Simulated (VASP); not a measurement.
# Hf (P6_3/mmc) in VASP: notebook

The runs below take Hf through single point, with PBE.

Program: VASP 6.6.1. These are calculated values, not measurements. Logs are shortened: lines on timing, memory, paths and dates and some standing lists are left out, and cuts for length are marked.

### Step 1. The cell of the first run

Symmetry: P6_3/mmc, No. 194, hexagonal system. The conventional cell has a = 3.205 Å, b = 3.205 Å, c = 5.074 Å, α = 90.00°, β = 90.00°, γ = 120.00°. Within 4.1 Å of Hf (site symmetry -6m2) lie 12 Hf at 3.14 to 3.20 Å.

### Step 2. Single point, PBE

INCAR

```
SYSTEM = Hf
  PREC = Accurate
  ENCUT = 520
  EDIFF = 1E-6
  ISMEAR = -1
  SIGMA = 0.3
  LREAL = .False.
  LASPH = .True.
  NELM = 80
  ALGO = Normal
  ISIF = 2
  LWAVE = .False.
  LCHARG = .True.
  GGA = PE
  LELF = .True.
  LVHAR = .True.
  NBANDS = 17
```

KPOINTS

```
regular mesh
0
Gamma
  11 11 6
  0 0 0
```

POSCAR

```
Hf
1.0
    3.2045059552      0.0000000000      0.0000000000
   -1.6022529776      2.7751835638      0.0000000000
    0.0000000000      0.0000000000      5.0738215932
Hf
2
Direct
    0.3333333333      0.6666666667      0.2500000000
    0.6666666667      0.3333333333      0.7500000000
```

Potentials or basis: VASP PAW PBE potentials, release 64 (Hf_pv).

Command:

```sh
$ cat potpaw_PBE.64/Hf_pv/POTCAR > POTCAR
$ mpirun -np 1 vasp_std > vasp.out
```

OUTCAR:

```text
SYSTEM = Hf
   PREC = Accurate
   ENCUT = 520
   EDIFF = 1E-6
   ISMEAR = -1
   LREAL = .False.
   LASPH = .True.
   NELM = 80
   ISIF = 2
   GGA = PE

 ion  position               nearest neighbor table
   1  0.333  0.667  0.250-   2 3.14   2 3.14   2 3.14   2 3.14   2 3.14   2 3.14
   2  0.667  0.333  0.750-   1 3.14   1 3.14   1 3.14   1 3.14   1 3.14   1 3.14

  LATTYP: Found a hexagonal cell.
 ALAT       =     3.2045059552
 C/A-ratio  =     1.5833397298

  Lattice vectors:

 A1 = (   3.2045059552,   0.0000000000,   0.0000000000)
 A2 = (  -1.6022529776,   2.7751835638,   0.0000000000)
 A3 = (   0.0000000000,   0.0000000000,   5.0738215932)

Analysis of symmetry for initial positions (statically):
=====================================================================
 Subroutine PRICEL returns:
 Original cell was already a primitive cell.

 Routine SETGRP: Setting up the symmetry group for a
 hexagonal supercell.

 Subroutine GETGRP returns: Found 24 space group operations
 (whereof 12 operations were pure point group operations)
 out of a pool of 24 trial point group operations.

The static configuration has the point symmetry D_3d.
 The point group associated with its full space group is D_6h.

Analysis of symmetry for dynamics (positions and initial velocities):
=====================================================================
 Subroutine PRICEL returns:
 Original cell was already a primitive cell.

 Routine SETGRP: Setting up the symmetry group for a
 hexagonal supercell.

 Subroutine GETGRP returns: Found 24 space group operations
 (whereof 12 operations were pure point group operations)
 out of a pool of 24 trial point group operations.

The dynamic configuration has the point symmetry D_3d.
 The point group associated with its full space group is D_6h.

 Subroutine INISYM returns: Found 24 space group operations
 (whereof 12 operations are pure point group operations),
 and found     1 'primitive' translations

----------------------------------------------------------------------------------------

                                     Primitive cell

  volume of cell :      45.1220

  direct lattice vectors                    reciprocal lattice vectors
     3.204505955  0.000000000  0.000000000     0.312060584  0.180168262  0.000000000
    -1.602252978  2.775183564  0.000000000     0.000000000  0.360336524  0.000000000
     0.000000000  0.000000000  5.073821593     0.000000000  0.000000000  0.197090099

  length of vectors
     3.204505955  3.204505955  5.073821593     0.360336524  0.360336524  0.197090099

  position of ions in fractional coordinates (direct lattice)
     0.333333333  0.666666667  0.250000000
     0.666666667  0.333333333  0.750000000

  ion indices of the primitive-cell ions
   primitive index   ion index
                 1           1
                 2           2

----------------------------------------------------------------------------------------

 KPOINTS: regular mesh

Automatic generation of k-mesh.
 Grid dimensions read from file:
 generate k-points for:   11   11    6

 Generating k-lattice:

  Cartesian coordinates                     Fractional coordinates (reciprocal lattice)
     0.028369144  0.016378933  0.000000000     0.090909091  0.000000000  0.000000000
     0.000000000  0.032757866  0.000000000     0.000000000  0.090909091  0.000000000
     0.000000000  0.000000000  0.032848350     0.000000000  0.000000000  0.166666667

  Length of vectors
     0.032757866  0.032757866  0.032848350

  Shift w.r.t. Gamma in fractional coordinates (k-lattice)
     0.000000000  0.000000000  0.000000000

 Subroutine IBZKPT returns following result:
 ===========================================

 Found     64 irreducible k-points:

 Following reciprocal coordinates:
            Coordinates               Weight
  0.000000  0.000000  0.000000      1.000000
  0.090909 -0.000000  0.000000      6.000000
  0.181818 -0.000000  0.000000      6.000000
  0.272727  0.000000  0.000000      6.000000
  0.363636 -0.000000  0.000000      6.000000
  0.454545 -0.000000  0.000000      6.000000
[... 16 lines left out ...]
  0.090909  0.090909  0.166667     12.000000
  0.181818  0.090909  0.166667     24.000000
 [... further k-points ...]
   k-points           NKPTS =     64   k-points in BZ     NKDIM =     64   number of bands    NBANDS=     17
   number of dos      NEDOS =    301   number of ions     NIONS =      2
   total plane-waves  NPLWV =  23040
   dimension x,y,z NGX =    24 NGY =   24 NGZ =   40
   dimension x,y,z NGXF=    48 NGYF=   48 NGZF=   80
   ions per type =               2
   NGX,Y,Z   is equivalent  to a cutoff of  12.45, 12.45, 13.11 a.u.
   NGXF,Y,Z  is equivalent  to a cutoff of  24.90, 24.90, 26.21 a.u.
 SYSTEM =  Hf
   PREC   = accura    normal or accurate (medium, high low for compatibility)
   ISTART =      0    job   : 0-new  1-cont  2-samecut
   ICHARG =      2    charge: 1-file 2-atom 10-const
   ISPIN  =      1    spin polarized calculation?
   LNONCOLLINEAR =      F non collinear calculations
   LSORBIT =      F    spin-orbit coupling
   LASPH  =      T    aspherical Exc in radial PAW
   ENCUT  =  520.0 eV  38.22 Ry    6.18 a.u.   5.96  5.96  9.43*2*pi/ulx,y,z
   NELM   =     80;   NELMIN=  2; NELMDL= -5     # of ELM steps
   EDIFF  = 0.1E-05   stopping-criterion for ELM
   LREAL  =      F    real-space projection
   EDIFFG = 0.1E-04   stopping-criterion for IOM
   NSW    =      0    number of steps for IOM
   IBRION =     -1    ionic relax: 0-MD 1-quasi-New 2-CG
   NFREE  =      0    steps in history (QN), initial steepest desc. (CG)
   ISIF   =      2    stress and relaxation
   ISYM   =      2    0-nonsym 1-usesym 2-fastsym
   POTIM  = 0.5000    time-step for ionic-motion
   TEBEG  =    0.0;   TEEND  =   0.0 temperature during run
   PSTRESS=    0.0 pullay stress
   NELECT =      20.0000    total number of electrons
   NUPDOWN=      -1.0000    fix difference up-down
   EMIN   =  10.00;   EMAX   =-10.00  energy-range for DOS
   EFERMI =   0.00;   METHOD = LEGACY
   ISMEAR =    -1;   SIGMA  =   0.30  broadening in eV -4-tet -1-fermi 0-gaus
   EFERMI_NEDOS =   21; number of points for ismear=-14 and -15
   IALGO  =     38    algorithm
   IMIX   =      4    mixing-type and parameters
     AMIX     =   0.40;   BMIX     =  1.00
     AMIX_MAG =   1.60;   BMIX_MAG =  1.00
  volume/ion in A,a.u.               =      22.56       152.25
  Fermi-wavevector in a.u.,A,eV,Ry     =   1.248213  2.358781 21.198375  1.558037
  Thomas-Fermi vector in A             =   2.382310
   LORBIT       =      0    0 simple, 1 ext, 2 COOP (PROOUT), +10 PAW based schemes
   GGA     = PE    functional components
   LHFCALC =     F    Hartree Fock is set to
   AEXX    =    0.0000 exact exchange contribution
   IVDW    =     0    specifies the selected vdW correction
   LEPSILON=     F    determine dielectric tensor
   LRPA    =     F    only Hartree local field effects (RPA)
 non-spin polarized calculation
  energy-cutoff  :      520.00
  volume of cell :       45.12
 maximum number of plane-waves:      1231
 NGX is ok and might be reduce to    24
   NGX = 11   NGY = 11   NGZ = 19

 number of electron      20.0000006 magnetization

 Free energy of the ion-electron system (eV)
  ---------------------------------------------------
  ext. energy  EPLUGINS =         0.00000000
  ---------------------------------------------------
  free energy    TOTEN  =       -20.14978916 eV

  energy without entropy =      -19.47736934  energy(sigma->0) =      -19.81357925

 E-fermi :   4.7762     XC(G=0): -11.2428

 val. band max:        4.7377116788   @ k =   0.1818  -0.0000   0.0000
 cond. band min:       4.7916678059   @ k =   0.3636   0.2727   0.3333
 fundamental gap:      0.0539561271
 Fermi energy:         4.7761613239

 k-point     1 :       0.0000    0.0000    0.0000
  band No.  band energies     occupation
      1     -26.1744      2.00000
      2     -25.4783      2.00000
      3     -25.4783      2.00000
      4     -25.3542      2.00000
      5     -25.3542      2.00000
      6     -25.3308      2.00000
[... 9 lines left out ...]
     16       7.5055      0.00022
     17      10.1738      0.00000

 k-point     2 :       0.0909   -0.0000    0.0000
  band No.  band energies     occupation
      1     -26.1537      2.00000
      2     -25.5224      2.00000
      3     -25.4931      2.00000
      4     -25.4007      2.00000
      5     -25.3602      2.00000
      6     -25.3404      2.00000
[... 9 lines left out ...]
     16       7.2764      0.00048
     17      10.3572      0.00000

 k-point     3 :       0.1818   -0.0000    0.0000
  band No.  band energies     occupation
      1     -26.0947      2.00000
      2     -25.6408      2.00000
      3     -25.5312      2.00000
      4     -25.5218      2.00000
      5     -25.3776      2.00000
      6     -25.3692      2.00000
[... 9 lines left out ...]
     16       7.7121      0.00011
     17      10.7143      0.00000

 k-point     4 :       0.2727    0.0000    0.0000
  band No.  band energies     occupation
      1     -26.0074      2.00000
      2     -25.7960      2.00000
      3     -25.6729      2.00000
      4     -25.5790      2.00000
      5     -25.4168      2.00000
      6     -25.4020      2.00000
[... 9 lines left out ...]
     16       8.6998      0.00000
     17      11.0167      0.00000
[... 343 lines left out ...]
      1     -26.0642      2.00000
      2     -25.9296      2.00000
      3     -25.7563      2.00000
      4     -25.6322      2.00000
      5     -25.5158      2.00000
      6     -25.4540      2.00000
[... 9 lines left out ...]
     16      10.8060      0.00000
     17      11.1592      0.00000

 k-point    23 :       0.0909    0.0909    0.1667
  band No.  band energies     occupation
      1     -26.0728      2.00000
      2     -25.5793      2.00000
      3     -25.5489      2.00000
      4     -25.4914      2.00000
      5     -25.3886      2.00000
      6     -25.3772      2.00000
[... 9 lines left out ...]
     16       7.8934      0.00006
     17      10.5363      0.00000

 k-point    24 :       0.1818    0.0909    0.1667
  band No.  band energies     occupation
      1     -26.0208      2.00000
      2     -25.6998      2.00000
      3     -25.6641      2.00000
      4     -25.5473      2.00000
      5     -25.4226      2.00000
      6     -25.4025      2.00000
[... 9 lines left out ...]
     16       8.5462      0.00001
     17      10.6815      0.00000

 [... further k-points ...]
[... 5 lines left out ...]
  --------------------------------------------------------------------------------------
  -------------------------------------------------------------------------------------
  Total        0.0312606      0.0312606      0.4371995      0.0000000      0.0000000      0.0000000
  in kB        1.1099920      1.1099920     15.5239522      0.0000000      0.0000000      0.0000000
  external PRESSURE =       5.9146454 kB  Pullay stress =       0.0000000 kB

 VOLUME and BASIS-vectors are now :
 -----------------------------------------------------------------------------
  energy-cutoff  :      520.00
  volume of cell :       45.12
      direct lattice vectors                 reciprocal lattice vectors
     3.204505955  0.000000000  0.000000000     0.312060584  0.180168262  0.000000000
    -1.602252978  2.775183564  0.000000000     0.000000000  0.360336524  0.000000000
     0.000000000  0.000000000  5.073821593     0.000000000  0.000000000  0.197090099

 POSITION                                       TOTAL-FORCE (eV/Angst)
 -----------------------------------------------------------------------------------
     -0.00000      1.85012      1.26846         0.000000     -0.000000      0.000000
      1.60225      0.92506      3.80537        -0.000000      0.000000      0.000000
 -----------------------------------------------------------------------------------
    total drift:                               -0.000000      0.000000     -0.000000

  FREE ENERGIE OF THE ION-ELECTRON SYSTEM (eV)
  ---------------------------------------------------
  free  energy   TOTEN  =       -20.1497891597 eV

  energy  without entropy=      -19.4773693380  energy(sigma->0) =      -19.81357925
```

Run time: 49 s. Hardware: 1 thread of Intel Xeon 8259CL, shared host; peak memory 0.18 GiB.

Results:

```
Free energy            : -20.1498 eV
Pressure               : 0.6 GPa
Band gap on the k mesh : zero (band 10 reaches 6.04 eV, above the bottom of band 11 at 4.56 eV)
```

Levels at points of the mesh, in eV from the Fermi level:
```
           k point  band 6  band 7  band 8  band 9  band 10  band 11  band 12  band 13  band 14  band 15
(0.00, 0.00, 0.00)  -30.11   -7.27   -3.61    0.70     1.26     1.26     1.55     2.07     2.07     2.73
(0.00, 0.00, 0.50)  -30.19   -5.31   -5.31    0.24     0.24     1.16     1.16     1.16     1.16     4.86
```

Caveat: spin-orbit coupling is left out, which moves the levels of the heavy elements.

### Step 3. Single point, PBE

INCAR

```
SYSTEM = Hf
ALGO = Normal
EDIFF = 1E-6
ENCUT = 520
GGA = PE
ISIF = 2
ISMEAR = -1
LASPH = .TRUE.
LCHARG = .FALSE.
LREAL = .FALSE.
LWAVE = .FALSE.
NBANDS = 17
NELM = 80
PREC = Accurate
SIGMA = 0.6
```

KPOINTS

```
k-points
0
G
  11 11 6
  0 0 0
```

POSCAR is that of step 2.

Potentials or basis: VASP PAW PBE potentials, release 64 (Hf_pv).

Command:

```sh
$ cat potpaw_PBE.64/Hf_pv/POTCAR > POTCAR
$ mpirun -np 1 vasp_std > vasp.out
```

Run time: 51 s. Hardware: 1 thread of Intel Xeon 8259CL, shared host; peak memory 0.18 GiB.

Results (log left out):

```
Free energy            : -21.1938 eV
Pressure               : 4.0 GPa
Band gap on the k mesh : zero (band 10 reaches 6.06 eV, above the bottom of band 11 at 4.57 eV)
```

Stress tensor (GPa, compression positive):
```
2.80 0.00 0.00
0.00 2.80 0.00
0.00 0.00 6.48
```

Levels at points of the mesh, in eV from the Fermi level:
| k point | band 6 | band 7 | band 8 | band 9 | band 10 | band 11 | band 12 | band 13 | band 14 | band 15 |
| --- | --- | --- | --- | --- | --- | --- | --- | --- | --- | --- |
| (0.00, 0.00, 0.00) | -29.97 | -7.23 | -3.57 | 0.76 | 1.33 | 1.33 | 1.63 | 2.14 | 2.14 | 2.81 |
| (0.00, 0.00, 0.50) | -30.08 | -5.27 | -5.27 | 0.31 | 0.31 | 1.22 | 1.22 | 1.22 | 1.22 | 4.94 |

Caveat: spin-orbit coupling is left out, which moves the levels of the heavy elements.

### Step 4. Single point, PBE

INCAR

```
ALGO = Normal
EDIFF = 1E-6
ENCUT = 520
GGA = PE
ISIF = 2
ISMEAR = 1
LASPH = T
LCHARG = F
LREAL = F
LWAVE = F
NBANDS = 17
NELM = 100
PREC = Accurate
SIGMA = 0.3
```

KPOINTS

```
k-points
0
Gamma
  11 11 6
```

POSCAR is that of step 3.

Potentials or basis: VASP PAW PBE potentials, release 64 (Hf_pv).

Command:

```sh
$ cat potpaw_PBE.64/Hf_pv/POTCAR > POTCAR
$ mpirun -np 1 vasp_std > vasp.out
```

OUTCAR:

```text
EDIFF = 1E-6
   ENCUT = 520
   GGA = PE
   ISIF = 2
   ISMEAR = 1
   LASPH = T
   LREAL = F
   NELM = 100
   PREC = Accurate

 ion  position               nearest neighbor table
   1  0.333  0.667  0.250-   2 3.14   2 3.14   2 3.14   2 3.14   2 3.14   2 3.14
   2  0.667  0.333  0.750-   1 3.14   1 3.14   1 3.14   1 3.14   1 3.14   1 3.14

  LATTYP: Found a hexagonal cell.
 ALAT       =     3.2045059552
 C/A-ratio  =     1.5833397298

  Lattice vectors:

 A1 = (   3.2045059552,   0.0000000000,   0.0000000000)
 A2 = (  -1.6022529776,   2.7751835638,   0.0000000000)
 A3 = (   0.0000000000,   0.0000000000,   5.0738215932)

Analysis of symmetry for initial positions (statically):
=====================================================================
 Subroutine PRICEL returns:
 Original cell was already a primitive cell.

 Routine SETGRP: Setting up the symmetry group for a
 hexagonal supercell.

 Subroutine GETGRP returns: Found 24 space group operations
[... 156 lines left out ...]
   NGX = 11   NGY = 11   NGZ = 19

 number of electron      20.0000006 magnetization

 Free energy of the ion-electron system (eV)
  ---------------------------------------------------
  ext. energy  EPLUGINS =         0.00000000
  ---------------------------------------------------
  free energy    TOTEN  =       -19.84654907 eV

  energy without entropy =      -19.85491160  energy(sigma->0) =      -19.84933658

 E-fermi :   4.8692     XC(G=0): -11.2453

 val. band max:        4.8215107678   @ k =   0.0909  -0.0000   0.5000
 cond. band min:       4.8991166433   @ k =   0.2727   0.1818   0.5000
 fundamental gap:      0.0776058755
 Fermi energy:         4.8692271332

 k-point     1 :       0.0000    0.0000    0.0000
  band No.  band energies     occupation
      1     -26.2239      2.00000
      2     -25.5006      2.00000
      3     -25.5006      2.00000
      4     -25.3830      2.00000
      5     -25.3767      2.00000
      6     -25.3767      2.00000
[... 457 lines left out ...]
      4     -25.5720      2.00000
      5     -25.4541      2.00000
      6     -25.4394      2.00000
[... 9 lines left out ...]
     16       8.5363     -0.00000
     17      10.6578     -0.00000

 [... further k-points ...]
[... 5 lines left out ...]
  --------------------------------------------------------------------------------------
  -------------------------------------------------------------------------------------
  Total       -0.1176333     -0.1176333     -0.2095326      0.0000000      0.0000000      0.0000000
  in kB       -4.1768899     -4.1768899     -7.4400230      0.0000000      0.0000000      0.0000000
  external PRESSURE =      -5.2646009 kB  Pullay stress =       0.0000000 kB

 VOLUME and BASIS-vectors are now :
 -----------------------------------------------------------------------------
  energy-cutoff  :      520.00
  volume of cell :       45.12
      direct lattice vectors                 reciprocal lattice vectors
     3.204505955  0.000000000  0.000000000     0.312060584  0.180168262  0.000000000
    -1.602252978  2.775183564  0.000000000     0.000000000  0.360336524  0.000000000
     0.000000000  0.000000000  5.073821593     0.000000000  0.000000000  0.197090099

 POSITION                                       TOTAL-FORCE (eV/Angst)
 -----------------------------------------------------------------------------------
     -0.00000      1.85012      1.26846         0.000000     -0.000000      0.000000
      1.60225      0.92506      3.80537        -0.000000      0.000000      0.000000
 -----------------------------------------------------------------------------------
    total drift:                               -0.000000      0.000000     -0.000000

  FREE ENERGIE OF THE ION-ELECTRON SYSTEM (eV)
  ---------------------------------------------------
  free  energy   TOTEN  =       -19.8465490655 eV

  energy  without entropy=      -19.8549116038  energy(sigma->0) =      -19.84933658
```

OSZICAR:

```text
N       E                     dE             d eps       ncg     rms          rms(c)
DAV:   1     0.517314034126E+02    0.51731E+02   -0.11328E+04  2176   0.111E+03
DAV:   2    -0.186349444424E+02   -0.70366E+02   -0.68669E+02  2798   0.250E+02
DAV:   3    -0.205572348739E+02   -0.19223E+01   -0.19028E+01  2772   0.276E+01
DAV:   4    -0.205745998343E+02   -0.17365E-01   -0.17354E-01  2758   0.304E+00
DAV:   5    -0.205747709154E+02   -0.17108E-03   -0.17105E-03  2806   0.276E-01    0.650E+01
DAV:   6    -0.200415899021E+02    0.53318E+00   -0.50258E-01  2558   0.456E+00    0.385E+01
DAV:   7    -0.198571436787E+02    0.18445E+00   -0.84764E-01  2642   0.567E+00    0.186E+00
DAV:   8    -0.198464531653E+02    0.10691E-01   -0.54228E-02  2504   0.151E+00    0.304E-01
DAV:   9    -0.198465603963E+02   -0.10723E-03   -0.11692E-03  2956   0.243E-01    0.193E-01
DAV:  10    -0.198465460481E+02    0.14348E-04   -0.65598E-05  2609   0.538E-02    0.244E-01
DAV:  11    -0.198465489670E+02   -0.29189E-05   -0.70288E-06  2749   0.190E-02    0.121E-02
DAV:  12    -0.198465490655E+02   -0.98474E-07   -0.38943E-07  1549   0.430E-03
   1 F= -.19846549E+02 E0= -.19849337E+02  d E =0.836254E-02
```

Wall time 33 s (1 thread of Intel Xeon 8259CL, shared host); peak memory 0.18 GiB.

What came out:

```
Free energy            : -19.8465 eV
Pressure               : -0.5 GPa
Band gap on the k mesh : zero (band 10 reaches 6.04 eV, above the bottom of band 11 at 4.56 eV)
```

Stress tensor (GPa, compression positive):
```
-0.42  0.00  0.00
 0.00 -0.42  0.00
 0.00  0.00 -0.74
```

Caveat: spin-orbit coupling is left out, which moves the levels of the heavy elements.

[end of part 1 of 2]
